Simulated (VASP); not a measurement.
# Ag (Pm-3m) in VASP: a series of runs, part 3 of 3

VASP 6.6.1.

## Step 4: Single point, LDA (volume scaled by 0.52)

Input file INCAR:

```
ALGO = Normal
EDIFF = 1E-7
ENCUT = 520
ISIF = 2
ISMEAR = -1
LASPH = T
LCHARG = F
LREAL = F
LWAVE = F
NBANDS = 12
NELM = 80
PREC = Accurate
SIGMA = 0.1
```

Input file KPOINTS:

```
k-points
0
Gamma
  16 16 16
```

Input file POSCAR:

```
Ag
1.0
    2.1284660523      0.0000000000      0.0000000000
    0.0000000000      2.1284660523      0.0000000000
    0.0000000000      0.0000000000      2.1284660523
Ag
1
Direct
    0.0000000000      0.0000000000      0.0000000000
```

Potentials or basis: VASP PAW LDA potentials, release 64 (Ag).

Launch:

```bash
> cat potpaw_LDA.64/Ag/POTCAR > POTCAR
> mpirun -np 1 vasp_std > vasp.out
```

OUTCAR:

```text
EDIFF = 1E-7
   ENCUT = 520
   ISIF = 2
   ISMEAR = -1
   LASPH = T
   LREAL = F
   NELM = 80
   PREC = Accurate

 ion  position               nearest neighbor table
   1  0.000  0.000  0.000-

  LATTYP: Found a simple cubic cell.
 ALAT       =     2.1284660523

  Lattice vectors:

 A1 = (   2.1284660523,   0.0000000000,   0.0000000000)
 A2 = (   0.0000000000,   2.1284660523,   0.0000000000)
 A3 = (   0.0000000000,   0.0000000000,   2.1284660523)

Analysis of symmetry for initial positions (statically):
=====================================================================
 Subroutine PRICEL returns:
 Original cell was already a primitive cell.

 Routine SETGRP: Setting up the symmetry group for a
 simple cubic supercell.

 Subroutine GETGRP returns: Found 48 space group operations
 (whereof 48 operations were pure point group operations)
 out of a pool of 48 trial point group operations.

The static configuration has the point symmetry O_h .

Analysis of symmetry for dynamics (positions and initial velocities):
=====================================================================
 Subroutine PRICEL returns:
 Original cell was already a primitive cell.

 Routine SETGRP: Setting up the symmetry group for a
 simple cubic supercell.

 Subroutine GETGRP returns: Found 48 space group operations
 (whereof 48 operations were pure point group operations)
 out of a pool of 48 trial point group operations.

The dynamic configuration has the point symmetry O_h .

 Subroutine INISYM returns: Found 48 space group operations
 (whereof 48 operations are pure point group operations),
 and found     1 'primitive' translations

----------------------------------------------------------------------------------------

                                     Primitive cell

  volume of cell :       9.6427

  direct lattice vectors                    reciprocal lattice vectors
     2.128466052  0.000000000  0.000000000     0.469821917  0.000000000  0.000000000
     0.000000000  2.128466052  0.000000000     0.000000000  0.469821917  0.000000000
     0.000000000  0.000000000  2.128466052     0.000000000  0.000000000  0.469821917

  length of vectors
     2.128466052  2.128466052  2.128466052     0.469821917  0.469821917  0.469821917

  position of ions in fractional coordinates (direct lattice)
     0.000000000  0.000000000  0.000000000

  ion indices of the primitive-cell ions
   primitive index   ion index
                 1           1

----------------------------------------------------------------------------------------

 KPOINTS: k-points

Automatic generation of k-mesh.
 Grid dimensions read from file:
 generate k-points for:   16   16   16

 Generating k-lattice:

  Cartesian coordinates                     Fractional coordinates (reciprocal lattice)
     0.029363870  0.000000000  0.000000000     0.062500000  0.000000000  0.000000000
     0.000000000  0.029363870  0.000000000     0.000000000  0.062500000  0.000000000
     0.000000000  0.000000000  0.029363870     0.000000000  0.000000000  0.062500000

  Length of vectors
     0.029363870  0.029363870  0.029363870

  Shift w.r.t. Gamma in fractional coordinates (k-lattice)
     0.000000000  0.000000000  0.000000000

 Subroutine IBZKPT returns following result:
 ===========================================

 Found    165 irreducible k-points:

 Following reciprocal coordinates:
            Coordinates               Weight
  0.000000  0.000000  0.000000      1.000000
  0.062500  0.000000  0.000000      6.000000
  0.125000  0.000000  0.000000      6.000000
  0.187500  0.000000  0.000000      6.000000
  0.250000  0.000000  0.000000      6.000000
  0.312500  0.000000  0.000000      6.000000
[... 16 lines left out ...]
  0.437500  0.125000  0.000000     24.000000
  0.500000  0.125000  0.000000     12.000000
 [... further k-points ...]
   k-points           NKPTS =    165   k-points in BZ     NKDIM =    165   number of bands    NBANDS=     12
   number of dos      NEDOS =    301   number of ions     NIONS =      1
   total plane-waves  NPLWV =   4096
   dimension x,y,z NGX =    16 NGY =   16 NGZ =   16
   dimension x,y,z NGXF=    32 NGYF=   32 NGZF=   32
   ions per type =               1
   NGX,Y,Z   is equivalent  to a cutoff of  12.50, 12.50, 12.50 a.u.
   NGXF,Y,Z  is equivalent  to a cutoff of  24.99, 24.99, 24.99 a.u.
 SYSTEM =  unknown system
   PREC   = accura    normal or accurate (medium, high low for compatibility)
   ISTART =      0    job   : 0-new  1-cont  2-samecut
   ICHARG =      2    charge: 1-file 2-atom 10-const
   ISPIN  =      1    spin polarized calculation?
   LNONCOLLINEAR =      F non collinear calculations
   LSORBIT =      F    spin-orbit coupling
   LASPH  =      T    aspherical Exc in radial PAW
   ENCUT  =  520.0 eV  38.22 Ry    6.18 a.u.   3.96  3.96  3.96*2*pi/ulx,y,z
   NELM   =     80;   NELMIN=  2; NELMDL= -5     # of ELM steps
   EDIFF  = 0.1E-06   stopping-criterion for ELM
   LREAL  =      F    real-space projection
   EDIFFG = 0.1E-05   stopping-criterion for IOM
   NSW    =      0    number of steps for IOM
   IBRION =     -1    ionic relax: 0-MD 1-quasi-New 2-CG
   NFREE  =      0    steps in history (QN), initial steepest desc. (CG)
   ISIF   =      2    stress and relaxation
   ISYM   =      2    0-nonsym 1-usesym 2-fastsym
   POTIM  = 0.5000    time-step for ionic-motion
   TEBEG  =    0.0;   TEEND  =   0.0 temperature during run
   PSTRESS=    0.0 pullay stress
   NELECT =      11.0000    total number of electrons
   NUPDOWN=      -1.0000    fix difference up-down
   EMIN   =  10.00;   EMAX   =-10.00  energy-range for DOS
   EFERMI =   0.00;   METHOD = LEGACY
   ISMEAR =    -1;   SIGMA  =   0.10  broadening in eV -4-tet -1-fermi 0-gaus
   EFERMI_NEDOS =   21; number of points for ismear=-14 and -15
   IALGO  =     38    algorithm
   IMIX   =      4    mixing-type and parameters
     AMIX     =   0.40;   BMIX     =  1.00
     AMIX_MAG =   1.60;   BMIX_MAG =  1.00
  volume/ion in A,a.u.               =       9.64        65.07
  Fermi-wavevector in a.u.,A,eV,Ry     =   1.710563  3.232495 39.810984  2.926025
  Thomas-Fermi vector in A             =   2.788839
   LORBIT       =      0    0 simple, 1 ext, 2 COOP (PROOUT), +10 PAW based schemes
   GGA     = CA    functional components
   LHFCALC =     F    Hartree Fock is set to
   AEXX    =    0.0000 exact exchange contribution
   IVDW    =     0    specifies the selected vdW correction
   LEPSILON=     F    determine dielectric tensor
   LRPA    =     F    only Hartree local field effects (RPA)
 non-spin polarized calculation
  energy-cutoff  :      520.00
  volume of cell :        9.64
 maximum number of plane-waves:       280
 NGX is ok and might be reduce to    16
   NGX =  7   NGY =  7   NGZ =  7

 number of electron      10.9999994 magnetization

 Free energy of the ion-electron system (eV)
  ---------------------------------------------------
  ext. energy  EPLUGINS =         0.00000000
  ---------------------------------------------------
  free energy    TOTEN  =         2.22242151 eV

  energy without entropy =        2.22817375  energy(sigma->0) =        2.22529763

 E-fermi :  19.6678     XC(G=0): -16.1081

 val. band max:       19.6255631582   @ k =   0.5000   0.5000   0.2500
 cond. band min:      19.6735870870   @ k =   0.5000   0.5000   0.3125
 fundamental gap:      0.0480239288
 Fermi energy:        19.6678339942

 k-point     1 :       0.0000    0.0000    0.0000
  band No.  band energies     occupation
      1       6.6814      2.00000
      2       6.8896      2.00000
      3       6.8896      2.00000
      4      16.8477      2.00000
      5      16.8477      2.00000
      6      16.8477      2.00000
      7      38.8067      0.00000
      8      38.8067      0.00000
      9      38.8067      0.00000
     10      49.2047      0.00000
     11      49.2047      0.00000
     12      49.7472      0.00000
[... 331 lines left out ...]
 k-point    24 :       0.5000    0.1250    0.0000
  band No.  band energies     occupation
      1       8.3861      2.00000
      2      10.1979      2.00000
      3      10.9912      2.00000
      4      13.2040      2.00000
      5      16.6378      2.00000
      6      17.9959      2.00000
      7      26.2054      0.00000
      8      37.7689      0.00000
      9      43.4058      0.00000
     10      45.2086      0.00000
     11      49.5445      0.00000
     12      53.2493      0.00000

 [... further k-points ...]

------------------------ aborting loop because EDIFF is reached ----------------------------------------

  FORCE on cell =-STRESS in cart. coord.  units (eV):
  Direction    XX          YY          ZZ          XY          YZ          ZX
  --------------------------------------------------------------------------------------
  -------------------------------------------------------------------------------------
  Total       23.4324770     23.4324770     23.4324770     -0.0000000     -0.0000000      0.0000000
  in kB     3893.3961739   3893.3961739   3893.3961739     -0.0000000     -0.0000000      0.0000000
  external PRESSURE =    3893.3961739 kB  Pullay stress =       0.0000000 kB

 VOLUME and BASIS-vectors are now :
 -----------------------------------------------------------------------------
  energy-cutoff  :      520.00
  volume of cell :        9.64
      direct lattice vectors                 reciprocal lattice vectors
     2.128466052  0.000000000  0.000000000     0.469821917  0.000000000  0.000000000
     0.000000000  2.128466052  0.000000000     0.000000000  0.469821917  0.000000000
     0.000000000  0.000000000  2.128466052     0.000000000  0.000000000  0.469821917

 POSITION                                       TOTAL-FORCE (eV/Angst)
 -----------------------------------------------------------------------------------
      0.00000      0.00000      0.00000         0.000000      0.000000      0.000000
 -----------------------------------------------------------------------------------
    total drift:                                0.000000      0.000000      0.000000

  FREE ENERGIE OF THE ION-ELECTRON SYSTEM (eV)
  ---------------------------------------------------
  free  energy   TOTEN  =         2.2224215106 eV

  energy  without entropy=        2.2281737542  energy(sigma->0) =        2.22529763
```

OSZICAR:

```text
N       E                     dE             d eps       ncg     rms          rms(c)
DAV:   1     0.605630072527E+02    0.60563E+02   -0.56962E+03  3984   0.905E+02
DAV:   2     0.268142271968E+01   -0.57882E+02   -0.55792E+02  4624   0.229E+02
DAV:   3     0.181801117160E+01   -0.86341E+00   -0.86280E+00  4636   0.272E+01
DAV:   4     0.181626359367E+01   -0.17476E-02   -0.17475E-02  4600   0.131E+00
DAV:   5     0.181625750841E+01   -0.60853E-05   -0.60848E-05  4752   0.660E-02    0.355E+01
DAV:   6     0.208798078341E+01    0.27172E+00   -0.11411E-01  4992   0.327E+00    0.214E+01
DAV:   7     0.222109689522E+01    0.13312E+00   -0.53400E-02  5032   0.198E+00    0.109E+00
DAV:   8     0.222247946955E+01    0.13826E-02   -0.57452E-03  4340   0.852E-01    0.712E-02
DAV:   9     0.222243134259E+01   -0.48127E-04   -0.47365E-05  4912   0.669E-02    0.264E-02
DAV:  10     0.222242149249E+01   -0.98501E-05   -0.31998E-06  5048   0.147E-02    0.249E-03
DAV:  11     0.222242151058E+01    0.18092E-07   -0.66532E-08  4412   0.223E-03
   1 F= 0.22224215E+01 E0= 0.22252976E+01  d E =-.575224E-02
```

stdout:

```text
POSCAR found type information on POSCAR Ag
 POSCAR found :  1 types and       1 ions
 scaLAPACK will be used
 LDA part: xc-table for (Slater(with rela. corr.)+CA(PZ))
 , standard interpolation
 POSCAR, INCAR and KPOINTS ok, starting setup
 FFT: planning ... GRIDC
 FFT: planning ... GRID_SOFT
 FFT: planning ... GRID
 WAVECAR not read
 entering main loop
```

It took 12 s on 1 thread of AMD EPYC 7R43 (Zen 3), shared host; peak memory 0.09 GiB.

What came out:

* Free energy: 2.2224 eV
* Pressure: 389.3 GPa

## Step 5: Single point, LDA (volume scaled by 0.6)

Input file INCAR:

```
ALGO     = Normal         # electronic algorithm
EDIFF    = 1E-6           # SCF threshold, eV
ENCUT    = 520            # plane-wave cutoff, eV
ISIF     = 2              # what is computed and relaxed
ISMEAR   = -1             # smearing method
LASPH    = True           # aspherical terms in the spheres
LCHARG   = False          # write CHGCAR
LREAL    = False          # projectors in reciprocal space
LWAVE    = False          # write WAVECAR
NBANDS   = 12             # bands
NELM     = 80             # most SCF steps
PREC     = Accurate       # precision mode
SIGMA    = 0.1            # smearing width, eV
```

KPOINTS is that of step 4.

Input file POSCAR:

```
Ag
1.0
    2.2324549140      0.0000000000      0.0000000000
    0.0000000000      2.2324549140      0.0000000000
    0.0000000000      0.0000000000      2.2324549140
Ag
1
Direct
    0.0000000000      0.0000000000      0.0000000000
```

Launch:

```bash
> cat potpaw_LDA.64/Ag/POTCAR > POTCAR
> mpirun -np 1 vasp_std > vasp.out
```

Run time: 17 s. Hardware: 1 thread of AMD EPYC 7R43 (Zen 3), shared host; peak memory 0.09 GiB.

The run converged. Its results:

```yaml
Free_energy: -0.4765 eV
Pressure: 211.7 GPa
```

Levels at points of the mesh, in eV from the Fermi level:
| k point | band 1 | band 2 | band 3 | band 4 | band 5 | band 6 | band 7 | band 8 | band 9 | band 10 |
| --- | --- | --- | --- | --- | --- | --- | --- | --- | --- | --- |
| (0.00, 0.00, 0.00) | -11.31 | -10.66 | -10.66 | -2.62 | -2.62 | -2.62 | 18.40 | 18.40 | 18.40 | 27.64 |
| (0.50, 0.00, 0.00) | -9.82 | -8.86 | -5.54 | -5.54 | -2.88 | -2.34 | 5.45 | 18.10 | 23.62 | 26.63 |
| (0.50, 0.50, 0.00) | -11.25 | -8.43 | -4.98 | -4.98 | -0.51 | 4.62 | 4.62 | 13.65 | 16.08 | 25.83 |
| (0.50, 0.50, 0.50) | -9.73 | -9.73 | -9.73 | -0.32 | -0.32 | 8.88 | 13.42 | 13.42 | 13.42 | 21.49 |

## Step 6: Single point, LDA (volume scaled by 0.6)

Input file INCAR:

```
SYSTEM = Ag
PREC = Accurate ; ENCUT = 520
EDIFF = 1E-6 ; ISMEAR = -1
SIGMA = 0.1 ; LREAL = .False.
LASPH = .True. ; NELM = 80
ALGO = Normal ; ISIF = 2
LWAVE = .False. ; LCHARG = .False.
NBANDS = 12
```

Input file KPOINTS:

```
regular mesh
0
Gamma
  16 16 16
  0 0 0
```

POSCAR is that of step 5.

Potentials or basis: VASP PAW LDA potentials, release 64 (Ag).

Launch:

```bash
> cat potpaw_LDA.64/Ag/POTCAR > POTCAR
> mpirun -np 1 vasp_std > vasp.out
```

Run time: 20 s. Hardware: 1 thread of AMD EPYC 7R43 (Zen 3), shared host; peak memory 0.1 GiB.

The run converged. Its results:

| Item | Value |
| --- | --- |
| Free energy | -0.4765 eV |
| Pressure | 211.7 GPa |

Levels at points of the mesh, in eV from the Fermi level:
| k point | band 3 | band 4 | band 5 | band 6 | band 7 | band 8 |
| --- | --- | --- | --- | --- | --- | --- |
| (0.00, 0.00, 0.00) | -10.66 | -2.62 | -2.62 | -2.62 | 18.40 | 18.40 |
| (0.50, 0.00, 0.00) | -5.54 | -5.54 | -2.88 | -2.34 | 5.45 | 18.10 |
| (0.50, 0.50, 0.00) | -4.98 | -4.98 | -0.51 | 4.62 | 4.62 | 13.65 |
| (0.50, 0.50, 0.50) | -9.73 | -0.32 | -0.32 | 8.88 | 13.42 | 13.42 |
